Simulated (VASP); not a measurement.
A run of VASP 6.6.1 is set up as follows.

INCAR

```
SYSTEM = KF
PREC = Accurate
ENCUT = 520
EDIFF = 1E-6
ISMEAR = -1
SIGMA = 0.05
LREAL = .FALSE.
LASPH = .TRUE.
NELM = 80
ALGO = Normal
ISIF = 2
LWAVE = .FALSE.
LCHARG = .TRUE.
GGA = PS
LELF = .TRUE.
LVHAR = .TRUE.
NBANDS = 42
```

Contents of KPOINTS:

```
Automatic mesh
0
G
  4 4 1
  0 0 0
```

POSCAR

```
KF
1.0
    2.6529820000      2.6529820000      0.0000000000
   -2.6529820000      2.6529820000      0.0000000000
    0.0000000000      0.0000000000     20.9589460000
F K
4 4
Direct
    0.5088570000      0.4955630000      0.3081060000
    0.4902880000      0.4927500000      0.5623440000
    0.9989710000      0.9914840000      0.4351980000
    0.9968570000      0.9816740000      0.6936200000
    0.9788400000      0.9837700000      0.3095430000
    0.9971320000      0.0180630000      0.5632010000
    0.4923890000      0.5113810000      0.4353740000
    0.4919950000      0.4733160000      0.6892560000
```

Potentials or basis: VASP PAW PBE potentials, release 64 (F, K_sv).

Run with:

```sh
$ cat potpaw_PBE.64/F/POTCAR potpaw_PBE.64/K_sv/POTCAR > POTCAR
$ mpirun -np 1 vasp_std > vasp.out
```

Q: What does it give for the band gap on the k mesh?

A: 5.46 eV, direct.

Q: What does it give for the largest force?

A: 0.280 eV/Å.

Forces on the atoms (eV/Å):
```
F   -0.072 -0.166  0.145
F   -0.062  0.128  0.052
F   -0.115  0.051  0.039
F    0.000 -0.038 -0.278
K    0.060  0.193 -0.122
K    0.108 -0.176  0.020
K    0.121 -0.073 -0.043
K   -0.040  0.081  0.187
```

Caveat: the PAW data sets were made with another functional, which shifts forces and pressure a little.
